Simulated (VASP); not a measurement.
A run of VASP 6.6.1:

The input INCAR:

```
ALGO = Normal
EDIFF = 1E-6
ENCUT = 520
GGA = RP
ISIF = 2
ISMEAR = -1
ISPIN = 2
IVDW = 12
LASPH = T
LCHARG = T
LELF = T
LMAXMIX = 4
LORBIT = 11
LREAL = F
LVHAR = T
LWAVE = F
MAGMOM = 2 0
NBANDS = 18
NELM = 150
PREC = Accurate
SIGMA = 0.05
```

KPOINTS

```
k-points
0
Gamma
  11 11 11
```

File POSCAR:

```
CoO
1.0
    0.0000000000      2.1278083088      2.1278083088
    2.1278083088      0.0000000000      2.1278083088
    2.1278083088      2.1278083088      0.0000000000
Co O
1 1
Direct
    0.0000000000      0.0000000000      0.0000000000
    0.5000000000      0.5000000000      0.5000000000
```

Potentials or basis: VASP PAW PBE potentials, release 64 (Co, O).

The run is started by

```bash
$ cat potpaw_PBE.64/Co/POTCAR potpaw_PBE.64/O/POTCAR > POTCAR
$ mpirun -np 1 vasp_std > vasp.out
```

Hardware: 1 thread of Intel(R) Xeon(R) Platinum 8488C (Sapphire Rapids), on a shared host.

Q: How long does it take, and how much memory?

A: It took 32 s on 1 thread of Intel(R) Xeon(R) Platinum 8488C (Sapphire Rapids) (shared host), peak memory 0.18 GiB. Counts: scf iterations 16, k points 56.
